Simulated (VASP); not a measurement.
# Ge2Bi2S (I4/mmm) in VASP: single point with PBE

Aim: the single point of Ge2Bi2S with PBE.

All numbers are computed with VASP 6.6.1; they aren't measurements. Logs are shortened: lines on timing, memory, paths and dates and some standing lists are left out, and cuts for length are marked.

### Step 1. The cell of the first run

The structure is tetragonal, space group I4/mmm (No. 139). Conventional cell: a = 4.095 Å, b = 4.095 Å, c = 14.979 Å, α = 90.00°, β = 90.00°, γ = 90.00°. Within 3.5 Å of Ge (site symmetry 4mm) lie 1 S at 2.63 Å and 5 Bi at 3.01 to 3.05 Å. Within 4.1 Å of Bi (site symmetry 4mm) lie 5 Ge at 3.01 to 3.05 Å and 4 S at 3.42 Å and 5 Bi at 3.62 to 4.10 Å. Within 3.5 Å of S (site symmetry 4/mmm) lie 2 Ge at 2.63 Å and 8 Bi at 3.42 Å.

The cell was generated, and may not be a known phase.

### Step 2. Single point, PBE

INCAR reads:

```
SYSTEM = Ge2Bi2S
PREC = Accurate
ENCUT = 520
EDIFF = 1E-6
ISMEAR = 0
SIGMA = 0.1
LREAL = .FALSE.
LASPH = .TRUE.
NELM = 100
ALGO = Normal
ISIF = 2
LWAVE = .FALSE.
LCHARG = .FALSE.
GGA = PE
NBANDS = 40
```

KPOINTS reads:

```
Automatic mesh
0
G
  12 12 12
  0 0 0
```

POSCAR reads:

```
Ge2Bi2S
1.0
   -2.0476365818      2.0476365818      7.4896641393
    2.0476365818     -2.0476365818      7.4896641393
    2.0476365818      2.0476365818     -7.4896641393
Ge Bi S
2 2 1
Direct
    0.8246966544      0.8246966544      0.0000000000
    0.1753033456      0.1753033456      0.0000000000
    0.6208674047      0.6208674047      0.0000000000
    0.3791325953      0.3791325953      0.0000000000
    0.0000000000      0.0000000000      0.0000000000
```

Potentials or basis: VASP PAW PBE potentials, release 64 (Ge_d, Bi_d, S).

Launch:

```bash
$ cat potpaw_PBE.64/Ge_d/POTCAR potpaw_PBE.64/Bi_d/POTCAR potpaw_PBE.64/S/POTCAR > POTCAR
$ mpirun -np 1 vasp_std > vasp.out
```

OUTCAR:

```text
SYSTEM = Ge2Bi2S
   PREC = Accurate
   ENCUT = 520
   EDIFF = 1E-6
   ISMEAR = 0
   LREAL = .FALSE.
   LASPH = .TRUE.
   NELM = 100
   ISIF = 2
   GGA = PE

 ion  position               nearest neighbor table
   1  0.825  0.825  0.000-   5 2.63   4 3.01   4 3.01   4 3.01   4 3.01   3 3.05
   2  0.175  0.175  0.000-   5 2.63   3 3.01   3 3.01   3 3.01   3 3.01   4 3.05
   3  0.621  0.621  0.000-   2 3.01   2 3.01   2 3.01   2 3.01   1 3.05   4 3.62
   4  0.379  0.379  0.000-   1 3.01   1 3.01   1 3.01   1 3.01   2 3.05   3 3.62
   5  0.000  0.000  0.000-   1 2.63   2 2.63

  LATTYP: Found a body centered tetragonal cell.
 ALAT       =     4.0952731636
 C/A-ratio  =     3.6577116300

  Lattice vectors:

 A1 = (  -2.0476365818,   2.0476365818,   7.4896641393)
 A2 = (   2.0476365818,  -2.0476365818,   7.4896641393)
 A3 = (   2.0476365818,   2.0476365818,  -7.4896641393)

Analysis of symmetry for initial positions (statically):
=====================================================================
 Subroutine PRICEL returns:
 Original cell was already a primitive cell.

 Routine SETGRP: Setting up the symmetry group for a
 body centered tetragonal supercell.

 Subroutine GETGRP returns: Found 16 space group operations
 (whereof 16 operations were pure point group operations)
 out of a pool of 16 trial point group operations.

The static configuration has the point symmetry D_4h.

Analysis of symmetry for dynamics (positions and initial velocities):
=====================================================================
 Subroutine PRICEL returns:
 Original cell was already a primitive cell.

 Routine SETGRP: Setting up the symmetry group for a
 body centered tetragonal supercell.

 Subroutine GETGRP returns: Found 16 space group operations
 (whereof 16 operations were pure point group operations)
 out of a pool of 16 trial point group operations.

The dynamic configuration has the point symmetry D_4h.

 Subroutine INISYM returns: Found 16 space group operations
 (whereof 16 operations are pure point group operations),
 and found     1 'primitive' translations

----------------------------------------------------------------------------------------

                                     Primitive cell

  volume of cell :     125.6111

  direct lattice vectors                    reciprocal lattice vectors
    -2.047636582  2.047636582  7.489664139     0.000000000  0.244183956  0.066758668
     2.047636582 -2.047636582  7.489664139     0.244183956  0.000000000  0.066758668
     2.047636582  2.047636582 -7.489664139     0.244183956  0.244183956  0.000000000

  length of vectors
     8.029987551  8.029987551  8.029987551     0.253145262  0.253145262  0.345328262

  position of ions in fractional coordinates (direct lattice)
     0.824696654  0.824696654  0.000000000
     0.175303346  0.175303346  0.000000000
     0.620867405  0.620867405  0.000000000
     0.379132595  0.379132595  0.000000000
     0.000000000  0.000000000  0.000000000

  ion indices of the primitive-cell ions
   primitive index   ion index
                 1           1
                 2           2
                 3           3
                 4           4
                 5           5

----------------------------------------------------------------------------------------

 KPOINTS: Automatic mesh

Automatic generation of k-mesh.
 Grid dimensions read from file:
 generate k-points for:   12   12   12

 Generating k-lattice:

  Cartesian coordinates                     Fractional coordinates (reciprocal lattice)
     0.000000000  0.020348663  0.005563222     0.083333333  0.000000000 -0.000000000
     0.020348663  0.000000000  0.005563222     0.000000000  0.083333333 -0.000000000
     0.020348663  0.020348663  0.000000000     0.000000000  0.000000000  0.083333333

  Length of vectors
     0.021095439  0.021095439  0.028777355

  Shift w.r.t. Gamma in fractional coordinates (k-lattice)
     0.000000000  0.000000000  0.000000000

 Subroutine IBZKPT returns following result:
 ===========================================

 Found    163 irreducible k-points:

 Following reciprocal coordinates:
            Coordinates               Weight
  0.000000  0.000000  0.000000      1.000000
  0.083333  0.000000  0.000000      8.000000
  0.166667  0.000000 -0.000000      8.000000
  0.250000 -0.000000  0.000000      8.000000
  0.333333  0.000000 -0.000000      8.000000
  0.416667 -0.000000  0.000000      8.000000
[... 16 lines left out ...]
  0.500000  0.166667  0.000000     16.000000
 -0.416667  0.166667 -0.000000     16.000000
 [... further k-points ...]
   k-points           NKPTS =    163   k-points in BZ     NKDIM =    163   number of bands    NBANDS=     40
   number of dos      NEDOS =    301   number of ions     NIONS =      5
   total plane-waves  NPLWV = 216000
   dimension x,y,z NGX =    60 NGY =   60 NGZ =   60
   dimension x,y,z NGXF=   120 NGYF=  120 NGZF=  120
   ions per type =               2   2   1
   NGX,Y,Z   is equivalent  to a cutoff of  12.42, 12.42, 12.42 a.u.
   NGXF,Y,Z  is equivalent  to a cutoff of  24.84, 24.84, 24.84 a.u.
 SYSTEM =  Ge2Bi2S
   PREC   = accura    normal or accurate (medium, high low for compatibility)
   ISTART =      0    job   : 0-new  1-cont  2-samecut
   ICHARG =      2    charge: 1-file 2-atom 10-const
   ISPIN  =      1    spin polarized calculation?
   LNONCOLLINEAR =      F non collinear calculations
   LSORBIT =      F    spin-orbit coupling
   LASPH  =      T    aspherical Exc in radial PAW
   ENCUT  =  520.0 eV  38.22 Ry    6.18 a.u.  14.93 14.93 14.93*2*pi/ulx,y,z
   NELM   =    100;   NELMIN=  2; NELMDL= -5     # of ELM steps
   EDIFF  = 0.1E-05   stopping-criterion for ELM
   LREAL  =      F    real-space projection
   EDIFFG = 0.1E-04   stopping-criterion for IOM
   NSW    =      0    number of steps for IOM
   IBRION =     -1    ionic relax: 0-MD 1-quasi-New 2-CG
   NFREE  =      0    steps in history (QN), initial steepest desc. (CG)
   ISIF   =      2    stress and relaxation
   ISYM   =      2    0-nonsym 1-usesym 2-fastsym
   POTIM  = 0.5000    time-step for ionic-motion
   TEBEG  =    0.0;   TEEND  =   0.0 temperature during run
   PSTRESS=    0.0 pullay stress
   NELECT =      64.0000    total number of electrons
   NUPDOWN=      -1.0000    fix difference up-down
   EMIN   =  10.00;   EMAX   =-10.00  energy-range for DOS
   EFERMI =   0.00;   METHOD = LEGACY
   ISMEAR =     0;   SIGMA  =   0.10  broadening in eV -4-tet -1-fermi 0-gaus
   EFERMI_NEDOS =   21; number of points for ismear=-14 and -15
   IALGO  =     38    algorithm
   IMIX   =      4    mixing-type and parameters
     AMIX     =   0.40;   BMIX     =  1.00
     AMIX_MAG =   1.60;   BMIX_MAG =  1.00
  volume/ion in A,a.u.               =      25.12       169.53
  Fermi-wavevector in a.u.,A,eV,Ry     =   1.307551  2.470914 23.261756  1.709691
  Thomas-Fermi vector in A             =   2.438278
   LORBIT       =      0    0 simple, 1 ext, 2 COOP (PROOUT), +10 PAW based schemes
   GGA     = PE    functional components
   LHFCALC =     F    Hartree Fock is set to
   AEXX    =    0.0000 exact exchange contribution
   IVDW    =     0    specifies the selected vdW correction
   LEPSILON=     F    determine dielectric tensor
   LRPA    =     F    only Hartree local field effects (RPA)
 non-spin polarized calculation
 Gauss-broadening in eV      SIGMA  =   0.10
  energy-cutoff  :      520.00
  volume of cell :      125.61
 maximum number of plane-waves:      3402
   NGX = 29   NGY = 29   NGZ = 29

 number of electron      63.9999998 magnetization

 Free energy of the ion-electron system (eV)
  ---------------------------------------------------
  ext. energy  EPLUGINS =         0.00000000
  ---------------------------------------------------
  free energy    TOTEN  =       -19.73870922 eV

  energy without entropy =      -19.72266589  energy(sigma->0) =      -19.73068756

 E-fermi :   6.3633     XC(G=0): -10.2507

 val. band max:        6.3559962135   @ k =  -0.1667  -0.2500   0.0833
 cond. band min:       6.3639227064   @ k =  -0.0833   0.1667   0.0833
 fundamental gap:      0.0079264929
 Fermi energy:         6.3633002647

 k-point     1 :       0.0000    0.0000    0.0000
  band No.  band energies     occupation
      1     -18.2722      2.00000
      2     -18.2680      2.00000
      3     -18.2580      2.00000
      4     -18.2550      2.00000
      5     -18.2550      2.00000
      6     -18.2513      2.00000
[... 32 lines left out ...]
     39      11.4075      0.00000
     40      11.4096      0.00000

 k-point     2 :       0.0833    0.0000    0.0000
  band No.  band energies     occupation
      1     -18.2721      2.00000
      2     -18.2680      2.00000
      3     -18.2575      2.00000
      4     -18.2562      2.00000
      5     -18.2551      2.00000
      6     -18.2498      2.00000
[... 32 lines left out ...]
     39      11.0901      0.00000
     40      11.2724      0.00000

 k-point     3 :       0.1667    0.0000   -0.0000
  band No.  band energies     occupation
      1     -18.2718      2.00000
      2     -18.2681      2.00000
      3     -18.2578      2.00000
      4     -18.2561      2.00000
      5     -18.2552      2.00000
      6     -18.2488      2.00000
[... 32 lines left out ...]
     39      10.9500      0.00000
     40      10.9788      0.00000

 k-point     4 :       0.2500   -0.0000    0.0000
  band No.  band energies     occupation
      1     -18.2713      2.00000
      2     -18.2683      2.00000
      3     -18.2588      2.00000
      4     -18.2553      2.00000
      5     -18.2543      2.00000
      6     -18.2502      2.00000
[... 32 lines left out ...]
     39      10.3533      0.00000
     40      11.8669      0.00000
[... 772 lines left out ...]
     39      10.7081      0.00000
     40      11.3991      0.00000

 k-point    23 :       0.5000    0.1667    0.0000
  band No.  band energies     occupation
      1     -18.2698      2.00000
      2     -18.2689      2.00000
      3     -18.2577      2.00000
      4     -18.2576      2.00000
      5     -18.2521      2.00000
      6     -18.2521      2.00000
[... 32 lines left out ...]
     39      10.5599      0.00000
     40      11.5884      0.00000

 k-point    24 :      -0.4167    0.1667   -0.0000
  band No.  band energies     occupation
      1     -18.2698      2.00000
      2     -18.2690      2.00000
      3     -18.2578      2.00000
      4     -18.2570      2.00000
      5     -18.2536      2.00000
      6     -18.2507      2.00000
[... 32 lines left out ...]
     39      10.5941      0.00000
     40      11.9307      0.00000

 [... further k-points ...]

------------------------ aborting loop because EDIFF is reached ----------------------------------------

  FORCE on cell =-STRESS in cart. coord.  units (eV):
  Direction    XX          YY          ZZ          XY          YZ          ZX
  --------------------------------------------------------------------------------------
  -------------------------------------------------------------------------------------
  Total       -0.0246812     -0.0246812     -0.0145421      0.0000000      0.0000000      0.0000000
  in kB       -0.3148107     -0.3148107     -0.1854859      0.0000000      0.0000000      0.0000000
  external PRESSURE =      -0.2717025 kB  Pullay stress =       0.0000000 kB

 VOLUME and BASIS-vectors are now :
 -----------------------------------------------------------------------------
  energy-cutoff  :      520.00
  volume of cell :      125.61
      direct lattice vectors                 reciprocal lattice vectors
    -2.047636582  2.047636582  7.489664139     0.000000000  0.244183956  0.066758668
     2.047636582 -2.047636582  7.489664139     0.244183956  0.000000000  0.066758668
     2.047636582  2.047636582 -7.489664139     0.244183956  0.244183956  0.000000000

 POSITION                                       TOTAL-FORCE (eV/Angst)
 -----------------------------------------------------------------------------------
      0.00000      0.00000     12.35340        -0.000000     -0.000000     -0.002824
      0.00000      0.00000      2.62593        -0.000000     -0.000000      0.002824
      0.00000      0.00000      9.30018         0.000000      0.000000     -0.003846
      0.00000      0.00000      5.67915         0.000000      0.000000      0.003846
      0.00000      0.00000      0.00000         0.000000      0.000000      0.000000
 -----------------------------------------------------------------------------------
    total drift:                                0.000000      0.000000     -0.000000

  FREE ENERGIE OF THE ION-ELECTRON SYSTEM (eV)
  ---------------------------------------------------
  free  energy   TOTEN  =       -19.7387092192 eV

  energy  without entropy=      -19.7226658934  energy(sigma->0) =      -19.73068756
```

Run time: 24 min. Hardware: 1 thread of Intel Xeon Platinum 8488C (Sapphire Rapids), shared host; peak memory 0.99 GiB.

Results:

```yaml
Free_energy: -19.7387 eV
Pressure: 0.0 GPa
Largest_force: 0.004 eV/Å
Band_gap_on_the_k_mesh: zero (bands 32 and 33 overlap by 1.70 eV)
```

Forces on the atoms (eV/Å):
```
Ge   0.000  0.000 -0.003
Ge   0.000  0.000  0.003
Bi   0.000  0.000 -0.004
Bi   0.000  0.000  0.004
S    0.000  0.000  0.000
```

Caveat: spin-orbit coupling is left out, which moves the levels of the heavy elements.
